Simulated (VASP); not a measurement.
A run of VASP 6.6.1:

Contents of INCAR:

```
SYSTEM = O
PREC = Accurate
ENCUT = 520
EDIFF = 1E-8
ISMEAR = -1
SIGMA = 0.02
LREAL = .FALSE.
LASPH = .TRUE.
NELM = 150
ALGO = Normal
ISIF = 2
LWAVE = .FALSE.
LCHARG = .FALSE.
ISPIN = 2
MAGMOM = 1 1
LORBIT = 11
GGA = PE
LEFG = .TRUE.
NBANDS = 17
```

Contents of KPOINTS:

```
Automatic mesh
0
G
  8 8 8
  0 0 0
```

Contents of POSCAR:

```
O
1.0
    1.6749479049      0.9670316238      3.7319995215
   -1.6749479049      0.9670316238      3.7319995215
    0.0000000000     -1.9340632475      3.7319995215
O
2
Direct
    0.9453852800      0.9453852800      0.9453852800
    0.0546147200      0.0546147200      0.0546147200
```

Potentials or basis: VASP PAW PBE potentials, release 64 (O).

Command:

```bash
$ cat potpaw_PBE.64/O/POTCAR > POTCAR
$ mpirun -np 1 vasp_std > vasp.out
```

Hardware: 1 thread of Intel(R) Xeon(R) Platinum 8375C CPU @ 2.90GHz (Ice Lake), on a shared host.

Q: Estimate the wall time of this run.

A: Run time: 69 s on 1 thread of Intel(R) Xeon(R) Platinum 8375C CPU @ 2.90GHz (Ice Lake) (shared host), peak memory 0.22 GiB. Counts: scf iterations 17, k points 65.
